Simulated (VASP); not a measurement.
## Ga: single point with LDA

The system is Ga.

```xyz
2
Lattice="1.4204 -3.9820 0.0000 1.4204 3.9820 0.0000 0.0000 0.0000 3.1053" Properties=species:S:1:pos:R:3 pbc="T T T"
Ga    1.4204    2.9228    2.3290
Ga    1.4204   -2.9228    0.7763
```

- Program: VASP 6.6.1
- Task: single point
- Functional: LDA
- Potentials or basis: VASP PAW LDA potentials, release 64 (Ga_d)
- Cutoff: 520 eV
- k mesh: 10 × 10 × 8
- Occupations: fermi-dirac, width 0.05 eV
- Spin: no spin polarisation
- Dipole correction: no
- Further INCAR settings: ALGO = Fast; EDIFF = 1e-06; NBANDS = 20

The pressure is -0.6 GPa, the largest force is 0.227 eV/Å and the band gap on the k mesh is zero (band 13 reaches 11.30 eV, above the bottom of band 14 at 1.49 eV).

Forces in eV/Å, atoms in the order of the input:
```
Ga   0.000 -0.227  0.000
Ga   0.000  0.227  0.000
```

Stress tensor (GPa, compression positive):
```
-2.81  0.00  0.00
 0.00 -0.26  0.00
 0.00  0.00  1.24
```

Levels at points of the mesh, in eV from the Fermi level:
```csv
k point,band 9,band 10,band 11,band 12,band 13,band 14,band 15,band 16,band 17,band 18
"(0.00, 0.00, 0.00)",-14.96,-14.78,-11.73,-2.44,-1.49,2.94,6.86,8.13,9.10,10.95
"(0.50, 0.00, 0.00)",-14.86,-14.84,-6.91,-5.69,-1.91,-0.39,6.78,6.99,9.37,9.70
"(0.50, 0.50, 0.00)",-14.91,-14.86,-9.61,-8.95,5.30,5.97,6.07,7.49,7.58,9.83
"(0.00, 0.00, 0.50)",-14.87,-14.87,-7.72,-7.72,1.90,1.90,2.64,2.64,10.78,10.78
"(0.50, 0.00, 0.50)",-14.84,-14.84,-3.12,-3.12,-1.67,-1.67,1.89,1.89,4.41,4.41
"(0.50, 0.50, 0.50)",-14.93,-14.93,-5.73,-5.73,-4.50,-4.50,9.98,9.98,11.90,11.90
```

Run time: 94 s on 1 thread of Intel(R) Xeon(R) Platinum 8259CL CPU @ 2.50GHz (Skylake/Cascade Lake), with other jobs on the host, peak memory 0.2 GiB.
